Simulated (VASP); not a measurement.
**C: single point with PBE**

C, a sheet with vacuum:

```
C
1.0
     2.46641    0.00000    0.00000
    -1.23321    2.13597    0.00000
     0.00000    0.00000   23.90710
C
2
Direct
  0.33333 0.66667 0.31371
  0.66667 0.33333 0.31371
```

The cell was generated, and may not be a known phase.

| Property | Result |
| --- | --- |
| Program | VASP 6.6.1 |
| Task | single point |
| Functional | PBE |
| Potentials or basis | VASP PAW PBE potentials, release 64 (C) |
| Cutoff | 520 eV |
| k mesh | 24 × 24 × 1 |
| Occupations | gaussian, width 0.1 eV |
| Spin | no spin polarisation |
| Dipole correction | yes |
| Further INCAR settings | ALGO = Normal; EDIFF = 1e-07; NBANDS = 11 |

| Quantity | Value |
| --- | --- |
| Band gap on the k mesh | zero (filled and empty bands touch) |

Levels at points of the mesh, in eV from the Fermi level:
| k point | band 2 | band 3 | band 4 | band 5 | band 6 | band 7 |
| --- | --- | --- | --- | --- | --- | --- |
| (0.00, 0.00, 0.00) | -7.61 | -3.05 | -3.05 | 3.26 | 4.04 | 4.34 |
| (0.50, 0.00, 0.00) | -13.24 | -6.42 | -2.36 | 1.68 | 7.36 | 11.11 |

It took 53 s on 1 thread of Intel(R) Xeon(R) 6975P-C (Granite Rapids), on a shared host, peak memory 0.25 GiB.
